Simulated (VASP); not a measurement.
The system is MoS2.

```xyz
6
Lattice="3.1690 0.0000 0.0000 -1.5845 2.7444 0.0000 0.0000 0.0000 12.3240" Properties=species:S:1:pos:R:3 pbc="T T T"
Mo    1.5845    0.9148    9.2430
Mo    0.0000    1.8296    3.0810
S     1.5845    0.9148    4.6461
S     0.0000    1.8296   10.8081
S     1.5845    0.9148    1.5159
S     0.0000    1.8296    7.6779
```

Base run:

```yaml
Program: VASP 6.6.1
Functional: PBE
Dispersion: D3(BJ)
Potentials_or_basis: VASP PAW PBE potentials, release 64 (Mo_sv, S)
Cutoff: 520 eV
k_mesh: 10 × 10 × 3
Occupations: fermi-dirac, width 0.05 eV
Spin: no spin polarisation
```

Its results: band gap on the k mesh 0.94 eV, indirect (least direct gap 1.87 eV); pressure -2.0 GPa; largest force 0.075 eV/Å.

The run is repeated on the same cell with these changes: functional from PBE to RPBE. What comes out?

Band gap on the k mesh 0.99 eV, indirect (least direct gap 1.87 eV); pressure -14.9 GPa; largest force 0.557 eV/Å.

Caveats: the PAW data sets were made with another functional, which shifts forces and pressure a little (some runs).

A k mesh can miss the band edges.
